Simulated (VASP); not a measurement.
**C: single point with PBEsol**

C:

```
CELL_PARAMETERS angstrom
0.00000 1.64073 1.85474
1.64073 0.00000 1.85474
1.64073 1.64073 0.00000
ATOMIC_POSITIONS crystal
C 0.50000 0.50000 0.50000
C 0.75000 0.75000 0.75000
```

This cell differs from its parent crystal: strain -0.080 along x and y, +0.040 along z.

```json
{"Program": "VASP 6.6.1", "Task": "single point", "Functional": "PBEsol", "Potentials or basis": "VASP PAW PBE potentials, release 64 (C)", "Cutoff": "520 eV", "k mesh": "12 × 12 × 12", "Occupations": "gaussian, width 0.05 eV", "Spin": "no spin polarisation"}
```

The pressure is 66.5 GPa and the band gap on the k mesh is 2.65 eV, indirect (least direct gap 4.75 eV).

Stress tensor (GPa, compression positive):
```
114.63   0.00   0.00
  0.00 114.63   0.00
  0.00   0.00 -29.84
```

Levels at points of the mesh, in eV from the valence-band top:
| k point | band 2 | band 3 | band 4 | band 5 | band 6 | band 7 |
| --- | --- | --- | --- | --- | --- | --- |
| (0.00, 0.00, 0.00) | -2.32 | 0.00 | 0.00 | 4.75 | 4.75 | 6.33 |
| (0.50, 0.00, 0.00) | -15.70 | -5.24 | -2.55 | 5.83 | 8.80 | 11.55 |
| (0.50, 0.50, 0.00) | -15.88 | -6.46 | -6.46 | 6.25 | 6.25 | 17.42 |
| (0.50, 0.00, 0.50) | -13.74 | -8.46 | -8.46 | 3.18 | 3.18 | 17.29 |

Run time: 7.5 s on 1 thread of Intel(R) Xeon(R) Platinum 8559C (Emerald Rapids), on a shared host, peak memory 0.12 GiB.

Caveat: the cell differs from its parent crystal (strain -0.080 along x and y, +0.040 along z); the PAW data sets were made with another functional, which shifts forces and pressure a little. A k mesh can miss the band edges.
